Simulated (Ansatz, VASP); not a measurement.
# BaTiO3 in VASP and in Ansatz

```xyz
5
Lattice="3.8078 0.0000 0.0000 0.0000 2.7296 2.8138 0.0000 -2.7296 2.8138" Properties=species:S:1:pos:R:3 pbc="T T T"
Ba    0.0000    0.0000    0.0455
Ti    1.9039    0.0000    2.9247
O     0.0000    0.0000    2.7667
O     1.9039   -1.3353    4.1554
O     1.9039    1.3353    4.1554
```

Change from the starting cell: strain -0.050 along x and y, -0.025 along z, atoms carried along.

Alike in both runs: task single point; functional PBE; k mesh 6 × 6 × 6; occupations gaussian, width 0.05 eV; no spin polarisation; Hubbard terms Ti d U = 4.0 eV.

|  | VASP | Ansatz |
| --- | --- | --- |
| version | VASP 6.6.1 | Ansatz 0.2.0 |
| potentials or method | VASP PAW PBE potentials, release 64 (Ba_sv, Ti_sv, O), cutoff 520 eV | scalar-relativistic, plane waves, PAW |
| valence electrons in the cell | 40 | 40 |

VASP gave:

| Property | Result |
| --- | --- |
| gap on the k mesh at the Fermi level (eV) | 2.76 |
| least direct gap on the mesh (eV) | 3.02 |
| pressure (GPa) | 32.2 |
| traceless stress, the component that is largest in VASP (GPa) | -5.77 |
| rms of the force components (eV/Å) | 0.761 |

Q: Estimate Ansatz's values.

A: gap on the k mesh at the Fermi level (eV): 2.81; least direct gap on the mesh (eV): 3.05; pressure (GPa): 26.8; traceless stress, the component that is largest in VASP (GPa): -5.40; rms of the force components (eV/Å): 0.502.

The programs project onto different local orbitals, so the same U acts differently, and such runs can settle in different states. Atom by atom the forces differ by 0.263 eV/Å (rms over components).

Neither program's run includes spin-orbit coupling.
